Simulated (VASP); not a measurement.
Input of a VASP 6.6.1 run:

File INCAR:

```
  ALGO = Normal
  EDIFF = 1E-6
  ENCUT = 520
  GGA = PS
  ISIF = 2
  ISMEAR = 0
  LASPH = True
  LCHARG = False
  LREAL = Auto
  LWAVE = False
  NBANDS = 72
  NELM = 60
  PREC = Accurate
  SIGMA = 0.05
```

KPOINTS

```
k-points
0
Gamma
  4 4 4
```

File POSCAR:

```
Ba7O8
1.0
    3.7464450816     -6.4890332290      0.0000000000
    7.4928901631      0.0000000000      0.0000000000
    1.8732225408     -3.2445166145      6.5381572886
Ba O
7 8
Direct
    0.5450818192      0.1598363615      0.2500000000
    0.0319365432      0.6650411980      0.2500000000
    0.5530222587      0.6650411980      0.2500000000
    0.9587364359      0.3325271281      0.7500000000
    0.4587364359      0.3325271281      0.7500000000
    0.9685437775      0.8393028201      0.7236096249
    0.4421534024      0.8393028201      0.7763903751
    0.7175743679     -0.0132203149      0.5155032048
    0.2801427422     -0.0132203149      0.5155032048
    0.7186378953      0.5318753036      0.5308489059
    0.2575421499      0.4944426658      0.4904730344
   -0.0169224273     -0.0132203149     -0.0155032048
    0.5456459470     -0.0132203149     -0.0155032048
   -0.0005131988      0.5318753036     -0.0308489059
    0.4980151843      0.4944426658      0.0095269656
```

Potentials or basis: VASP PAW PBE potentials, release 64 (Ba_sv, O).

Launch:

```sh
$ cat potpaw_PBE.64/Ba_sv/POTCAR potpaw_PBE.64/O/POTCAR > POTCAR
$ mpirun -np 1 vasp_std > vasp.out
```

(1) Estimate the band gap on the k mesh.

(2) What does it give for the largest force?

(3) What does it give for the pressure?

## Answers

(1) zero (bands 59 and 60 overlap by 0.17 eV).

(2) 0.166 eV/Å.

(3) 1.2 GPa.

Caveat: the cell differs from its parent crystal (atoms taken out, then relaxed in part); the PAW data sets were made with another functional, which shifts forces and pressure a little; spin-orbit coupling is left out, which moves the levels of the heavy elements.
